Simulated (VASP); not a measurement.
A run of VASP 6.6.1 is set up as follows.

File INCAR:

```
PREC = Accurate
ENCUT = 520
EDIFF = 1E-7
ISMEAR = -1
SIGMA = 0.03
LREAL = F
LASPH = T
NELM = 60
ALGO = Normal
ISIF = 2
LWAVE = F
LCHARG = F
GGA = PS
NBANDS = 17
```

KPOINTS

```
Automatic mesh
0
Gamma
  10 10 10
```

The input POSCAR:

```
TePb
1.0
    0.0000000000      3.2270000000      3.1947300000
    3.2270000000      0.0000000000      3.1947300000
    3.2270000000      3.2270000000      0.0000000000
Te Pb
1 1
Direct
    0.5000000000      0.5000000000      0.5000000000
    0.0000000000      0.0000000000      0.0000000000
```

Potentials or basis: VASP PAW PBE potentials, release 64 (Te, Pb_d).

The run is started by

```sh
$ cat potpaw_PBE.64/Te/POTCAR potpaw_PBE.64/Pb_d/POTCAR > POTCAR
$ mpirun -np 1 vasp_std > vasp.out
```

(1) What does it give for the band gap on the k mesh?

(2) What does it give for the pressure?

Answers

(1) 0.63 eV.

(2) 0.2 GPa.

Caveat: the cell differs from its parent crystal (zz strain of -1 %); the PAW data sets were made with another functional, which shifts forces and pressure a little; spin-orbit coupling is left out, which moves the levels of the heavy elements.
